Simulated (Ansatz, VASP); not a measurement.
WSe2 in VASP and in Ansatz

```
W Se
1.0
    -3.27115    0.00000    0.00000
    -1.63558   -2.83290    0.00000
    -4.49800   -2.59692   13.22067
W Se
2 4
Direct
  0.64581 0.64581 0.75000
  0.43749 0.43749 0.25000
  0.22023 0.22023 0.12339
  0.09521 0.09521 0.62339
  0.98809 0.98809 0.37661
  0.86307 0.86307 0.87661
```

Alike in both runs: task single point; functional PBEsol; k mesh 9 × 9 × 2; occupations gaussian, width 0.05 eV; no spin polarisation.

```csv
,VASP,Ansatz
version,VASP 6.6.1,Ansatz 0.2.0
potentials or method,"VASP PAW PBE potentials, release 64 (W_sv, Se), cutoff 520 eV","scalar-relativistic, plane waves, PAW"
valence electrons in the cell,52,92
```

|  | VASP | Ansatz | Ansatz less VASP |
| --- | --- | --- | --- |
| gap on the k mesh at the Fermi level (eV) | 1.12 | 1.13 | +0.005 |
| least direct gap on the mesh (eV) | 1.60 | 1.60 | +0.004 |
| pressure (GPa) | 0.5 | 0.1 | -0.42 |
| traceless stress, the component that is largest in VASP (GPa) | 0.18 | 0.09 | -0.095 |
| rms of the force components (eV/Å) | 0.028 | 0.011 | -0.0167 |

VASP's potentials were made for PBE, not for PBEsol. Atom by atom the forces differ by 0.029 eV/Å (rms over components). VASP's potentials hold 52 valence electrons a cell and Ansatz's 92, so a difference there can come from the potentials and not from the codes.

Neither program's run includes spin-orbit coupling.
